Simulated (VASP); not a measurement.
Sn, 2 atoms in the cell. Symmetry: C2/c, No. 15, monoclinic system. The conventional cell has a = 3.181 Å, b = 8.206 Å, c = 4.418 Å, α = 90.00°, β = 110.29°, γ = 90.00°. Within 4.0 Å of Sn (site symmetry 2) lie 10 Sn at 3.01 to 3.79 Å.  This cell differs from its parent crystal: equal xy, yz and zx shear strains of +1 %.

```yaml
Program: VASP 6.6.1
Task: electric field gradients
Functional: PBE
Potentials_or_basis: VASP PAW PBE potentials, release 64 (Sn_d)
Cutoff: 520 eV
k_mesh: 15 × 15 × 15
Occupations: fermi-dirac, width 0.05 eV
Spin: no spin polarisation
Dipole_correction: no
Further_INCAR_settings: ALGO = Normal; EDIFF = 1e-08; NBANDS = 21
```

Potentials or basis: VASP PAW PBE potentials, release 64 (Sn_d).

The run is started by

```bash
$ cat potpaw_PBE.64/Sn_d/POTCAR > POTCAR
$ mpirun -np 4 vasp_std > vasp.out
```

Hardware: 4 MPI ranks on Oxide Virtual Turin-like Processor (shared host).

Task: How long does it take, and how much memory?

Result: Run time: 6.5 min on 4 MPI ranks on Oxide Virtual Turin-like Processor (shared host), peak memory 0.82 GiB a rank. Counts: scf iterations 14, k points 904.
